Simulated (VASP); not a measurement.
# SiO2 (I4/mmm) in VASP: single point with HSE06

Aim: the single point of SiO2 with HSE06.

All numbers are computed with VASP 6.6.1; they aren't measurements. Logs are shortened: lines on timing, memory, paths and dates and some standing lists are left out, and cuts for length are marked.

## 1. The cell of the first run

It takes space group I4/mmm (No. 139, tetragonal). Conventional cell: a = 3.170 Å, b = 3.170 Å, c = 4.523 Å, α = 90.00°, β = 90.00°, γ = 90.00°. Within 2.6 Å of Si (site symmetry 4/mmm) lie 8 O at 1.95 Å. Within 2.6 Å of O (site symmetry -4m2) lie 4 Si at 1.95 Å and 6 O at 2.24 to 2.26 Å.

## 2. Single point, HSE06 (epitaxial xy strain -1.0%)

The input, POSCAR:

```
SiO2
1.0
    0.0000000000      2.2415274266      2.2614068725
    2.2415274266      0.0000000000      2.2614068725
    2.2415274266      2.2415274266      0.0000000000
Si O
1 2
Direct
    0.0000000000      0.0000000000      0.0000000000
    0.2500000000      0.2500000000      0.2500000000
    0.7500000000      0.7500000000      0.7500000000
```

The input, INCAR.step1:

```
SYSTEM = SiO2
  PREC = Accurate
  ENCUT = 520
  EDIFF = 1E-5
  ISMEAR = 0
  SIGMA = 0.01
  LREAL = .False.
  LASPH = .True.
  NELM = 100
  ALGO = Normal
  ISIF = 2
  LWAVE = .True.
  GGA = PE
  NBANDS = 15
```

The input, INCAR.step2:

```
SYSTEM = SiO2
  PREC = Accurate
  ENCUT = 520
  EDIFF = 1E-6
  ISMEAR = 0
  SIGMA = 0.01
  LREAL = .False.
  LASPH = .True.
  NELM = 100
  ALGO = Normal
  ISIF = 2
  LWAVE = .False.
  LCHARG = .True.
  GGA = PE
  LHFCALC = .True.
  HFSCREEN = 0.2079
  PRECFOCK = Normal
  LELF = .True.
  LVHAR = .True.
  ISTART = 1
  NBANDS = 15
```

The input, KPOINTS:

```
regular mesh
0
Gamma
  6 6 6
  0 0 0
```

Potentials or basis: VASP PAW PBE potentials, release 64 (Si, O).

Launch:

```sh
$ cat potpaw_PBE.64/Si/POTCAR potpaw_PBE.64/O/POTCAR > POTCAR
$ cp INCAR.step1 INCAR
$ mpirun -np 1 vasp_std > vasp.out
$ cp INCAR.step2 INCAR
$ mpirun -np 1 vasp_std > vasp.out
```

OUTCAR:

```text
SYSTEM = SiO2
   PREC = Accurate
   ENCUT = 520
   EDIFF = 1E-6
   ISMEAR = 0
   LREAL = .False.
   LASPH = .True.
   NELM = 100
   ISIF = 2
   GGA = PE
   LHFCALC = .True.
   HFSCREEN = 0.2079
   PRECFOCK = Normal
   ISTART = 1

 ion  position               nearest neighbor table
   1  0.000  0.000  0.000-   3 1.95   3 1.95   2 1.95   3 1.95   2 1.95   2 1.95   3 1.95   2 1.95

   2  0.250  0.250  0.250-   1 1.95   1 1.95   1 1.95   1 1.95
   3  0.750  0.750  0.750-   1 1.95   1 1.95   1 1.95   1 1.95

  LATTYP: Found a body centered tetragonal cell.
 ALAT       =     3.1699984871
 C/A-ratio  =     1.4267558055

  Lattice vectors:

 A1 = (  -2.2415274266,   0.0000000000,   2.2614068725)
 A2 = (   2.2415274266,   0.0000000000,   2.2614068725)
 A3 = (   0.0000000000,   2.2415274266,  -2.2614068725)

Analysis of symmetry for initial positions (statically):
=====================================================================
 Subroutine PRICEL returns:
 Original cell was already a primitive cell.

 Routine SETGRP: Setting up the symmetry group for a
 body centered tetragonal supercell.

 Subroutine GETGRP returns: Found 16 space group operations
 (whereof 16 operations were pure point group operations)
 out of a pool of 16 trial point group operations.

The static configuration has the point symmetry D_4h.

Analysis of symmetry for dynamics (positions and initial velocities):
=====================================================================
 Subroutine PRICEL returns:
 Original cell was already a primitive cell.

 Routine SETGRP: Setting up the symmetry group for a
 body centered tetragonal supercell.

 Subroutine GETGRP returns: Found 16 space group operations
 (whereof 16 operations were pure point group operations)
 out of a pool of 16 trial point group operations.

The dynamic configuration has the point symmetry D_4h.

 Subroutine INISYM returns: Found 16 space group operations
 (whereof 16 operations are pure point group operations),
 and found     1 'primitive' translations

----------------------------------------------------------------------------------------

                                     Primitive cell

  volume of cell :      22.7246

  direct lattice vectors                    reciprocal lattice vectors
     0.000000000  2.241527427  2.261406872    -0.223062183  0.223062183  0.221101300
     2.241527427  0.000000000  2.261406872     0.223062183 -0.223062183  0.221101300
     2.241527427  2.241527427  0.000000000     0.223062183  0.223062183 -0.221101300

  length of vectors
     3.184086407  3.184086407  3.169998487     0.385226245  0.385226245  0.385226245

  position of ions in fractional coordinates (direct lattice)
     0.000000000  0.000000000  0.000000000
     0.250000000  0.250000000  0.250000000
     0.750000000  0.750000000  0.750000000

  ion indices of the primitive-cell ions
   primitive index   ion index
                 1           1
                 2           2
                 3           3

----------------------------------------------------------------------------------------

 KPOINTS: regular mesh

Automatic generation of k-mesh.
 Grid dimensions read from file:
 generate k-points for:    6    6    6

 Generating k-lattice:

  Cartesian coordinates                     Fractional coordinates (reciprocal lattice)
    -0.037177030  0.037177030  0.036850217     0.166666667 -0.000000000  0.000000000
     0.037177030 -0.037177030  0.036850217    -0.000000000  0.166666667  0.000000000
     0.037177030  0.037177030 -0.036850217     0.000000000  0.000000000  0.166666667

  Length of vectors
     0.064204374  0.064204374  0.064204374

  Shift w.r.t. Gamma in fractional coordinates (k-lattice)
     0.000000000  0.000000000  0.000000000

 Subroutine IBZKPT returns following result:
 ===========================================

 Found     30 irreducible k-points:

 Following reciprocal coordinates:
            Coordinates               Weight
  0.000000  0.000000  0.000000      1.000000
  0.166667 -0.000000  0.000000      8.000000
  0.333333 -0.000000  0.000000      8.000000
  0.500000 -0.000000  0.000000      4.000000
  0.166667  0.166667  0.000000      2.000000
  0.333333  0.166667  0.000000      8.000000
[... 16 lines left out ...]
  0.333333  0.000000  0.333333      4.000000
  0.500000 -0.000000  0.333333     16.000000
 [... further k-points ...]
   k-points           NKPTS =     30   k-points in BZ     NKDIM =    216   number of bands    NBANDS=     15
   number of dos      NEDOS =    301   number of ions     NIONS =      3
   total plane-waves  NPLWV =  13824
   dimension x,y,z NGX =    24 NGY =   24 NGZ =   24
   dimension x,y,z NGXF=    48 NGYF=   48 NGZF=   48
   ions per type =               1   2
   NGX,Y,Z   is equivalent  to a cutoff of  12.53, 12.53, 12.59 a.u.
   NGXF,Y,Z  is equivalent  to a cutoff of  25.06, 25.06, 25.17 a.u.
 SYSTEM =  SiO2
   PREC   = accura    normal or accurate (medium, high low for compatibility)
   ISTART =      1    job   : 0-new  1-cont  2-samecut
   ICHARG =      0    charge: 1-file 2-atom 10-const
   ISPIN  =      1    spin polarized calculation?
   LNONCOLLINEAR =      F non collinear calculations
   LSORBIT =      F    spin-orbit coupling
   LASPH  =      T    aspherical Exc in radial PAW
   ENCUT  =  520.0 eV  38.22 Ry    6.18 a.u.   5.92  5.92  5.89*2*pi/ulx,y,z
   NELM   =    100;   NELMIN=  2; NELMDL=  0     # of ELM steps
   EDIFF  = 0.1E-05   stopping-criterion for ELM
   LREAL  =      F    real-space projection
   EDIFFG = 0.1E-04   stopping-criterion for IOM
   NSW    =      0    number of steps for IOM
   IBRION =     -1    ionic relax: 0-MD 1-quasi-New 2-CG
   NFREE  =      0    steps in history (QN), initial steepest desc. (CG)
   ISIF   =      2    stress and relaxation
   ISYM   =      3    0-nonsym 1-usesym 2-fastsym
   POTIM  = 0.5000    time-step for ionic-motion
   TEBEG  =    0.0;   TEEND  =   0.0 temperature during run
   PSTRESS=    0.0 pullay stress
   NELECT =      16.0000    total number of electrons
   NUPDOWN=      -1.0000    fix difference up-down
   EMIN   =  10.00;   EMAX   =-10.00  energy-range for DOS
   EFERMI =   0.00;   METHOD = LEGACY
   ISMEAR =     0;   SIGMA  =   0.01  broadening in eV -4-tet -1-fermi 0-gaus
   EFERMI_NEDOS =   21; number of points for ismear=-14 and -15
   IALGO  =     38    algorithm
   IMIX   =      1    mixing-type and parameters
     AMIX     =   0.40;   BMIX     =  1.00
     AMIX_MAG =   1.60;   BMIX_MAG =  1.00
  volume/ion in A,a.u.               =       7.57        51.12
  Fermi-wavevector in a.u.,A,eV,Ry     =   1.456406  2.752209 28.859581  2.121119
  Thomas-Fermi vector in A             =   2.573328
   LORBIT       =      0    0 simple, 1 ext, 2 COOP (PROOUT), +10 PAW based schemes
   GGA     = PE    functional components
   LHFCALC =     T    Hartree Fock is set to
   PRECFOCK=normal    Normal, Fast or Accurate (Low or Medium for compatibility)
   ENCUT4O =  -1.0   cutoff for four orbital integrals eV
   NKREDX  =     1    reduce k-point grid by
   NKREDY  =     1    reduce k-point grid by
   NKREDZ  =     1    reduce k-point grid by
   AEXX    =    0.2500 exact exchange contribution
   HFSCREEN=    0.2079 screening length (either q_TF or 0.3 A-1)
   HFSCREENC=   0.2079 screening length for correlation (either q_TF or 0.3 A-1)
   ENCUTFOCK=  -1.0 apply spherical cutoff to Coloumb kernel
   IVDW    =     0    specifies the selected vdW correction
   LEPSILON=     F    determine dielectric tensor
   LRPA    =     F    only Hartree local field effects (RPA)
 non-spin polarized calculation
 Gauss-broadening in eV      SIGMA  =   0.01
  energy-cutoff  :      520.00
  volume of cell :       22.72
 maximum number of plane-waves:       636
  NGX = 18; NGY = 18; NGZ = 18

 number of electron      16.0000008 magnetization

 Free energy of the ion-electron system (eV)
  ---------------------------------------------------
  ext. energy  EPLUGINS =         0.00000000
  ---------------------------------------------------
  free energy    TOTEN  =       -25.01471254 eV

  energy without entropy =      -25.01471254  energy(sigma->0) =      -25.01471254

 E-fermi :   9.0926     XC(G=0): -10.2348

 val. band max:        8.9745992809   @ k =   0.5000   0.0000   0.5000
 cond. band min:      12.4794173752   @ k =   0.5000   0.0000   0.5000
 fundamental gap:      3.5048180943
 Fermi energy:         9.0925824369

 k-point     1 :       0.0000    0.0000    0.0000
  band No.  band energies     occupation
      1     -16.2565      2.00000
      2      -8.7653      2.00000
      3       2.4876      2.00000
      4       2.4876      2.00000
      5       2.5552      2.00000
      6       6.2819      2.00000
      7       6.5011      2.00000
      8       6.5011      2.00000
      9      13.0175      0.00000
     10      16.6094      0.00000
     11      16.6094      0.00000
     12      16.6793      0.00000
     13      23.1210      0.00000
     14      23.3720      0.00000
     15      25.6954      0.00000

 k-point     2 :       0.1667   -0.0000    0.0000
  band No.  band energies     occupation
      1     -15.8257      2.00000
      2      -9.3308      2.00000
      3       2.2188      2.00000
      4       2.5338      2.00000
      5       2.5606      2.00000
      6       5.2796      2.00000
      7       5.8402      2.00000
      8       5.9559      2.00000
      9      14.5745      0.00000
     10      17.0060      0.00000
     11      17.3944      0.00000
     12      17.4566      0.00000
     13      23.9548      0.00000
     14      24.1756      0.00000
     15      27.1620      0.00000
[... 365 lines left out ...]
      3      -1.3137      2.00000
      4       0.4155      2.00000
      5       0.4694      2.00000
      6       7.1809      2.00000
      7       7.3680      2.00000
      8       7.5654      2.00000
      9      13.1255      0.00000
     10      17.6503      0.00000
     11      22.1654      0.00000
     12      22.2055      0.00000
     13      23.9608      0.00000
     14      26.4098      0.00000
     15      31.5364      0.00000

 k-point    24 :       0.5000   -0.0000    0.3333
  band No.  band energies     occupation
      1     -13.2772      2.00000
      2     -11.2159      2.00000
      3      -2.6633      2.00000
      4       0.2269      2.00000
      5       0.3665      2.00000
      6       6.9163      2.00000
      7       7.2480      2.00000
      8       8.3089      2.00000
      9      13.7312      0.00000
     10      19.4669      0.00000
     11      22.2356      0.00000
     12      23.3084      0.00000
     13      23.5753      0.00000
     14      27.3279      0.00000
     15      30.2790      0.00000

 [... further k-points ...]

------------------------ aborting loop because EDIFF is reached ----------------------------------------

  FORCE on cell =-STRESS in cart. coord.  units (eV):
  Direction    XX          YY          ZZ          XY          YZ          ZX
  --------------------------------------------------------------------------------------
  -------------------------------------------------------------------------------------
  Total        0.9084926      0.9084926     -0.5499562      0.0000000      0.0000000      0.0000000
  in kB       64.0523616     64.0523616    -38.7741107      0.0000000      0.0000000      0.0000000
  external PRESSURE =      29.7768708 kB  Pullay stress =       0.0000000 kB

 VOLUME and BASIS-vectors are now :
 -----------------------------------------------------------------------------
  energy-cutoff  :      520.00
  volume of cell :       22.72
      direct lattice vectors                 reciprocal lattice vectors
     0.000000000  2.241527427  2.261406872    -0.223062183  0.223062183  0.221101300
     2.241527427  0.000000000  2.261406872     0.223062183 -0.223062183  0.221101300
     2.241527427  2.241527427  0.000000000     0.223062183  0.223062183 -0.221101300

 POSITION                                       TOTAL-FORCE (eV/Angst)
 -----------------------------------------------------------------------------------
      0.00000      0.00000      0.00000        -0.000000      0.000000      0.000000
      1.12076      1.12076      1.13070         0.000000      0.000000      0.000000
      3.36229      3.36229      3.39211        -0.000000     -0.000000      0.000000
 -----------------------------------------------------------------------------------
    total drift:                               -0.000000      0.000000     -0.000000

  FREE ENERGIE OF THE ION-ELECTRON SYSTEM (eV)
  ---------------------------------------------------
  free  energy   TOTEN  =       -25.0147125420 eV

  energy  without entropy=      -25.0147125420  energy(sigma->0) =      -25.01471254
```

Wall time 75 min (1 thread of Intel Xeon 8259CL, shared host); peak memory 0.25 GiB.

Results:

```yaml
Free_energy: -25.0147 eV
Pressure: 3.0 GPa
Band_gap_on_the_k_mesh: 3.50 eV
```

Stress tensor (GPa, compression positive):
```
 6.41  0.00  0.00
 0.00  6.41  0.00
 0.00  0.00 -3.88
```

Caveat: the cell differs from its parent crystal (epitaxial xy strain -1.0%); the stress differs along the axes, from -4 to 6 GPa; the structure was generated, so it needn't be the stable form of SiO2; the PAW data sets were made with another functional, which shifts forces and pressure a little.
